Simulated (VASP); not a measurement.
# Ge13H7 in VASP: further runs

The runs below take Ge13H7 through single point, with PBE.

All numbers are computed with VASP 6.6.1; they aren't measurements. Logs are shortened: lines on timing, memory, paths and dates and some standing lists are left out, and cuts for length are marked.

### 1 The cell of the first run

The cell holds a disordered packing, 20 atoms: a = 6.896 Å, b = 7.144 Å, c = 7.209 Å, α = 89.82°, β = 88.17°, γ = 85.76°.

### 2 Single point, PBE

The input, INCAR:

```
  PREC = Accurate
  ENCUT = 410
  EDIFF = 1E-6
  ISMEAR = -1
  SIGMA = 0.1034
  LREAL = Auto
  LASPH = True
  NELM = 120
  ALGO = Normal
  ISIF = 2
  LWAVE = False
  LCHARG = True
  GGA = PE
  LELF = True
  LVHAR = True
  ISYM = -1
  NBANDS = 110
  GGA_COMPAT = False
```

The input, KPOINTS:

```
explicit points
1
Reciprocal
  0.25000000   0.25000000   0.25000000 1
```

The input, POSCAR:

```
Ge13H7
1.0
    6.8906340000      0.2594100000      0.1123140000
    0.2594100000      7.1389950000      0.0092880000
    0.1123140000      0.0092880000      7.2079550000
H Ge
7 13
Direct
    0.2061375084      0.4858982874      0.9835728509
    0.4014446557     -0.0343058941      0.2749621464
    0.9024289305      0.9764608597     -0.0416972319
    0.5516061220     -0.0510329819      0.0697737298
    0.4206218522      0.7519433073      0.7604408224
    0.2773977575      0.0780358478      0.5368992386
    0.9171092885      0.9360315051      0.0516197627
    0.0713598643      0.3211407702      0.9684737950
    0.4384604240      0.1549659118      0.9867691228
    0.0614646701      0.2759451413      0.5721862413
    0.9290311282      0.4838579011      0.2927323666
    0.5524194139      0.7716072245      0.3580708922
    0.8205094088      0.8088200160      0.7222872487
    0.6919264040      0.5149465995      0.9942046189
    0.2288645468      0.9016656121      0.1033539523
    0.6931794643      0.2587413032      0.3736482889
    0.9323436974      0.9933668404      0.4029731538
    0.4780990439      0.3030616076      0.6829269811
    0.3696304155      0.4242788176      0.2041145690
    0.2691768343      0.8173323283      0.6265538964
```

Potentials or basis: VASP PAW PBE potentials, release 64 (H, Ge_d).

On the command line:

```console
$ cat potpaw_PBE.64/H/POTCAR potpaw_PBE.64/Ge_d/POTCAR > POTCAR
$ mpirun -np 1 vasp_std > vasp.out
```

OUTCAR:

```text
PREC = Accurate
   ENCUT = 410
   EDIFF = 1E-6
   ISMEAR = -1
   LREAL = Auto
   LASPH = True
   NELM = 120
   ISIF = 2
   GGA = PE
   ISYM = -1

 ion  position               nearest neighbor table
   1  0.206  0.486  0.984-   8 1.56
   2  0.401  0.966  0.275-  12 1.79  15 1.83
   3  0.902  0.976  0.958-   7 0.74
   4  0.552  0.949  0.070-   9 1.73
   5  0.421  0.752  0.760-  20 1.49
   6  0.277  0.078  0.537-
   7  0.917  0.936  0.052-   3 0.74
   8  0.071  0.321  0.968-   1 1.56   9 2.72  11 2.74  19 2.85  14 2.87  10 2.88
   9  0.438  0.155  0.987-   4 1.73  18 2.45  19 2.49  15 2.52   8 2.72
  10  0.061  0.276  0.572-  17 2.59  11 2.65   8 2.88
  11  0.929  0.484  0.293-  16 2.43  10 2.65   8 2.74  14 2.74
  12  0.552  0.772  0.358-   2 1.79  20 2.71
  13  0.821  0.809  0.722-  17 2.77
  14  0.692  0.515  0.994-  11 2.74  19 2.76   8 2.87
  15  0.229  0.902  0.103-   2 1.83   9 2.52
  16  0.693  0.259  0.374-  11 2.43  17 2.43  18 2.64  19 2.77
  17  0.932  0.993  0.403-  16 2.43  10 2.59  13 2.77
  18  0.478  0.303  0.683-   9 2.45  16 2.64
  19  0.370  0.424  0.204-   9 2.49  14 2.76  16 2.77   8 2.85
  20  0.269  0.817  0.627-   5 1.49  12 2.71

IMPORTANT INFORMATION: All symmetrisations will be switched off!
NOSYMM: (Re-)initialisation of all symmetry stuff for point group C_1.

----------------------------------------------------------------------------------------

                                     Primitive cell

  volume of cell :     354.0000

  direct lattice vectors                    reciprocal lattice vectors
     6.890634000  0.259410000  0.112314000     0.145360072 -0.005279018 -0.002258191
     0.259410000  7.138995000  0.009288000    -0.005279018  0.140267691 -0.000098488
     0.112314000  0.009288000  7.207955000    -0.002258191 -0.000098488  0.138770919

  length of vectors
     6.896429867  7.143712580  7.208835966     0.145473427  0.140367029  0.138789327

  position of ions in fractional coordinates (direct lattice)
     0.206137508  0.485898287  0.983572851
     0.401444656  0.965694106  0.274962146
     0.902428931  0.976460860  0.958302768
     0.551606122  0.948967018  0.069773730
     0.420621852  0.751943307  0.760440822
     0.277397757  0.078035848  0.536899239
[... 12 lines left out ...]
     0.369630415  0.424278818  0.204114569
     0.269176834  0.817332328  0.626553896

  ion indices of the primitive-cell ions
   primitive index   ion index
                 1           1
                 2           2
                 3           3
                 4           4
                 5           5
                 6           6
[... 12 lines left out ...]
                19          19
                20          20

----------------------------------------------------------------------------------------

 KPOINTS: explicit points

Read explicit list of k-points.

 Found      1 k-points:

 Following reciprocal coordinates:
            Coordinates               Weight
  0.250000  0.250000  0.250000      1.000000
   k-points           NKPTS =      1   k-points in BZ     NKDIM =      1   number of bands    NBANDS=    110
   number of dos      NEDOS =    301   number of ions     NIONS =     20
   total plane-waves  NPLWV = 110592
   dimension x,y,z NGX =    48 NGY =   48 NGZ =   48
   dimension x,y,z NGXF=    96 NGYF=   96 NGZF=   96
   ions per type =               7  13
   NGX,Y,Z   is equivalent  to a cutoff of  11.57, 11.17, 11.07 a.u.
   NGXF,Y,Z  is equivalent  to a cutoff of  23.14, 22.34, 22.14 a.u.
 SYSTEM =  unknown system
   PREC   = accura    normal or accurate (medium, high low for compatibility)
   ISTART =      0    job   : 0-new  1-cont  2-samecut
   ICHARG =      2    charge: 1-file 2-atom 10-const
   ISPIN  =      1    spin polarized calculation?
   LNONCOLLINEAR =      F non collinear calculations
   LSORBIT =      F    spin-orbit coupling
   LASPH  =      T    aspherical Exc in radial PAW
   ENCUT  =  410.0 eV  30.13 Ry    5.49 a.u.  11.39 11.79 11.90*2*pi/ulx,y,z
   NELM   =    120;   NELMIN=  2; NELMDL= -5     # of ELM steps
   EDIFF  = 0.1E-05   stopping-criterion for ELM
   LREAL  =      T    real-space projection
   EDIFFG = 0.1E-04   stopping-criterion for IOM
   NSW    =      0    number of steps for IOM
   IBRION =     -1    ionic relax: 0-MD 1-quasi-New 2-CG
   NFREE  =      0    steps in history (QN), initial steepest desc. (CG)
   ISIF   =      2    stress and relaxation
   ISYM   =     -1    0-nonsym 1-usesym 2-fastsym
   POTIM  = 0.5000    time-step for ionic-motion
   TEBEG  =    0.0;   TEEND  =   0.0 temperature during run
   PSTRESS=    0.0 pullay stress
   NELECT =     189.0000    total number of electrons
   NUPDOWN=      -1.0000    fix difference up-down
   EMIN   =  10.00;   EMAX   =-10.00  energy-range for DOS
   EFERMI =   0.00;   METHOD = LEGACY
   ISMEAR =    -1;   SIGMA  =   0.10  broadening in eV -4-tet -1-fermi 0-gaus
   EFERMI_NEDOS =   21; number of points for ismear=-14 and -15
   IALGO  =     38    algorithm
   IMIX   =      4    mixing-type and parameters
     AMIX     =   0.40;   BMIX     =  1.00
     AMIX_MAG =   1.60;   BMIX_MAG =  1.00
  volume/ion in A,a.u.               =      17.70       119.45
  Fermi-wavevector in a.u.,A,eV,Ry     =   1.328091  2.509727 23.998288  1.763824
  Thomas-Fermi vector in A             =   2.457354
   LORBIT       =      0    0 simple, 1 ext, 2 COOP (PROOUT), +10 PAW based schemes
   GGA     = PE    functional components
   LHFCALC =     F    Hartree Fock is set to
   AEXX    =    0.0000 exact exchange contribution
   IVDW    =     0    specifies the selected vdW correction
   LEPSILON=     F    determine dielectric tensor
   LRPA    =     F    only Hartree local field effects (RPA)
 non-spin polarized calculation
  energy-cutoff  :      410.00
  volume of cell :      354.00
 maximum number of plane-waves:      6693
 NGX is ok and might be reduce to    48
   NGX = 23   NGY = 23   NGZ = 23

 number of electron     188.9999953 magnetization

 Free energy of the ion-electron system (eV)
  ---------------------------------------------------
  ext. energy  EPLUGINS =         0.00000000
  ---------------------------------------------------
  free energy    TOTEN  =       -71.48163686 eV

  energy without entropy =      -71.26491375  energy(sigma->0) =      -71.37327530

 E-fermi :   3.7092     XC(G=0):  -9.6162

 val. band max:        3.3369701820   @ k =   0.2500   0.2500   0.2500
 cond. band min:       3.7186842952   @ k =   0.2500   0.2500   0.2500
 fundamental gap:      0.3817141132
 Fermi energy:         3.7092197902

 k-point     1 :       0.2500    0.2500    0.2500
  band No.  band energies     occupation
      1     -21.4640      2.00000
      2     -21.4516      2.00000
      3     -21.4144      2.00000
      4     -21.3661      2.00000
      5     -21.3614      2.00000
      6     -21.0884      2.00000
[... 98 lines left out ...]
    105       6.4586      0.00000
    106       6.8703      0.00000
 [bands above 106 left out]

------------------------ aborting loop because EDIFF is reached ----------------------------------------

  FORCE on cell =-STRESS in cart. coord.  units (eV):
  Direction    XX          YY          ZZ          XY          YZ          ZX
  --------------------------------------------------------------------------------------
  -------------------------------------------------------------------------------------
  Total        0.3162879      1.7112345     -0.6693361      0.6231757      1.8993499      4.2990050
  in kB        1.4314952      7.7449179     -3.0293646      2.8204463      8.5963142     19.4569716
  external PRESSURE =       2.0490161 kB  Pullay stress =       0.0000000 kB

 VOLUME and BASIS-vectors are now :
 -----------------------------------------------------------------------------
  energy-cutoff  :      410.00
  volume of cell :      354.00
      direct lattice vectors                 reciprocal lattice vectors
     6.890634000  0.259410000  0.112314000     0.145360072 -0.005279018 -0.002258191
     0.259410000  7.138995000  0.009288000    -0.005279018  0.140267691 -0.000098488
     0.112314000  0.009288000  7.207955000    -0.002258191 -0.000098488  0.138770919

 POSITION                                       TOTAL-FORCE (eV/Angst)
 -----------------------------------------------------------------------------------
      1.65693      3.53143      7.11721         0.423405      0.984728     -0.287167
      3.04760      7.00078      2.03597        -0.393457      0.044121      0.311434
      6.57924      7.21395      7.01783        -0.376230      0.546060     -1.372434
      4.05492      6.91841      0.57369         0.341343      0.354782     -0.742686
      3.17882      5.48430      5.53545         1.079723      0.016153      1.696580
      1.99199      0.63404      3.90183         0.041080      0.029772      0.751425
[... 12 lines left out ...]
      2.67998      3.12671      1.51670         0.638857      0.773721      0.819617
      2.13719      5.91058      4.55400        -0.995273      0.455830     -1.272458
 -----------------------------------------------------------------------------------
    total drift:                               -0.000904      0.002860      0.000613

  FREE ENERGIE OF THE ION-ELECTRON SYSTEM (eV)
  ---------------------------------------------------
  free  energy   TOTEN  =       -71.4816368576 eV

  energy  without entropy=      -71.2649137506  energy(sigma->0) =      -71.37327530
```

It took 57 s on 1 thread of Intel Xeon Platinum 8375C at 2.90GHz (Ice Lake), shared host; peak memory 0.31 GiB.

What came out:

```yaml
Free_energy: -71.4816 eV
Pressure: 0.2 GPa
Largest_force: 2.011 eV/Å
Band_gap_on_the_k_mesh: zero (an odd number of electrons rules out a gap without spin polarisation)
```

Forces in eV/Å, atoms in the order of the input:
```
H    0.423  0.985 -0.287
H   -0.393  0.044  0.311
H   -0.376  0.546 -1.372
H    0.341  0.355 -0.743
H    1.080  0.016  1.697
H    0.041  0.030  0.751
H   -0.022 -0.341  1.293
Ge  -1.116 -0.642 -0.553
Ge   0.919 -1.237 -0.094
Ge   0.971  0.103  0.823
Ge  -0.119  0.473 -0.084
Ge  -0.050 -0.713 -0.345
Ge   0.017 -0.090 -0.064
Ge   0.246  0.167 -0.197
Ge  -0.238 -0.643  1.002
Ge  -0.991 -0.119 -0.643
Ge  -0.041 -0.959 -0.815
Ge  -0.335  0.794 -0.228
Ge   0.639  0.774  0.820
Ge  -0.995  0.456 -1.272
```

Caveat: the atoms stand as in a frame of molecular dynamics.

### 3 Single point, PBE

The input, INCAR:

```
SYSTEM = Ge13H7
PREC     = Accurate       ! precision mode
ENCUT    = 410            ! plane-wave cutoff, eV
EDIFF    = 1E-6           ! SCF threshold, eV
ISMEAR   = -1             ! smearing method
SIGMA    = 0.1034         ! smearing width, eV
LREAL    = Auto         
LASPH    = .TRUE.         ! aspherical terms in the spheres
NELM     = 120            ! most SCF steps
ALGO     = Normal         ! electronic algorithm
ISIF     = 2              ! what is computed and relaxed
LWAVE    = .FALSE.        ! write WAVECAR
LCHARG   = .TRUE.         ! write CHGCAR
GGA      = PE             ! functional
LELF     = .TRUE.         ! ELF
LVHAR    = .TRUE.       
ISYM     = -1           
NBANDS   = 110            ! bands
GGA_COMPAT= .FALSE.
```

KPOINTS is that of step 2.

The input, POSCAR:

```
Ge13H7
1.0
    6.8906340000      0.2594100000      0.1123140000
    0.2594100000      7.1389950000      0.0092880000
    0.1123140000      0.0092880000      7.2079550000
H Ge
7 13
Direct
    0.1771755103      0.5276498791      0.9686748735
    0.4291311838     -0.0325591726      0.1911983315
    0.8792547808      1.0995945252      0.1012812018
    0.5815711901     -0.0946174115     -0.0940088805
    0.2456350970      0.9099592126      0.8444800278
    0.3242878553      0.1075428605      0.6058940540
    0.8363160399      1.1196929580     -0.0014182536
    0.0888818716      0.3051442500      0.9470153659
    0.4611246184      0.1349574560      0.9930081091
    0.0780372457      0.2950110988      0.5942720594
    0.9583103356      0.4619692831      0.2983756922
    0.5408147297      0.7587980482      0.3642095738
    0.8202601621      0.8044599676      0.7144298870
    0.6801705761      0.5288008033      0.9689556636
    0.2316530932      0.8636153468      0.1271779381
    0.6520943185      0.2771616911      0.3412237453
    0.9654882948      0.9589338753      0.3904543757
    0.4619778519      0.3084958296      0.6877842759
    0.3946867487      0.4259217770      0.2030441632
    0.2717494540      0.8052633676      0.6081308007
```

Potentials or basis: VASP PAW PBE potentials, release 64 (H, Ge_d).

On the command line:

```console
$ cat potpaw_PBE.64/H/POTCAR potpaw_PBE.64/Ge_d/POTCAR > POTCAR
$ mpirun -np 1 vasp_std > vasp.out
```

It took 58 s on 1 thread of Intel Xeon Platinum 8375C at 2.90GHz (Ice Lake), shared host; peak memory 0.31 GiB.

It converged, with:

* Free energy: -71.9243 eV
* Pressure: -1.7 GPa
* Largest force: 3.402 eV/Å
* Band gap on the k mesh: zero (an odd number of electrons rules out a gap without spin polarisation)

Forces in eV/Å, atoms in the order of the input:
```
H   -0.131 -0.686 -0.277
H    0.367  0.417  0.474
H   -0.404 -0.195 -0.460
H    0.304  0.187  0.049
H    0.465 -0.486 -0.357
H   -0.227  0.116 -0.094
H   -0.031 -0.279  0.419
Ge   0.752  1.696  0.588
Ge   0.233 -0.633 -0.789
Ge   0.210 -0.588 -0.302
Ge  -0.521 -0.266 -0.163
Ge   0.603 -0.599 -0.062
Ge  -0.522 -0.192  0.014
Ge   0.442  0.103 -0.074
Ge  -0.572 -0.965 -0.372
Ge   2.645 -1.374  1.640
Ge  -0.194  0.681  0.380
Ge  -0.216  0.371 -0.381
Ge  -2.171  1.813 -1.195
Ge  -1.032  0.880  0.961
```

Stress tensor (GPa, compression positive):
```
-1.45  0.03  1.58
 0.03 -2.43  0.41
 1.58  0.41 -1.31
```

Levels at points of the mesh, in eV from the Fermi level:
| k point | band 93 | band 94 | band 95 | band 96 | band 97 | band 98 |
| --- | --- | --- | --- | --- | --- | --- |
| (0.25, 0.25, 0.25) | -0.65 | -0.18 | -0.04 | 0.29 | 0.67 | 0.91 |

Caveat: the atoms stand as in a frame of molecular dynamics.
